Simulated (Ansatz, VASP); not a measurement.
## Two plane-wave programs on K

```
K
1.0
     0.00000    3.44682    3.44682
     3.44682    0.00000    3.44682
     3.44682    3.44682    0.00000
K
1
Cartesian
  0.0000 0.0000 0.0000
```

Alike in both runs: task single point; functional PBEsol; k mesh 12 × 12 × 12; occupations gaussian, width 0.1 eV; no spin polarisation.

```csv
,VASP,Ansatz
version,VASP 6.6.1,Ansatz 0.2.0
potentials or method,"VASP PAW PBE potentials, release 64 (K_sv), cutoff 520 eV","scalar-relativistic, plane waves, PAW"
valence electrons in the cell,9,9
```

|  | VASP | Ansatz | Ansatz less VASP |
| --- | --- | --- | --- |
| gap on the k mesh at the Fermi level (eV) | none | none | - |
| pressure (GPa) | -0.4 | -0.4 | +0.01 |

VASP's potentials were made for PBE, not for PBEsol. A gap of «none» marks a metal or a gap that the smearing closes.
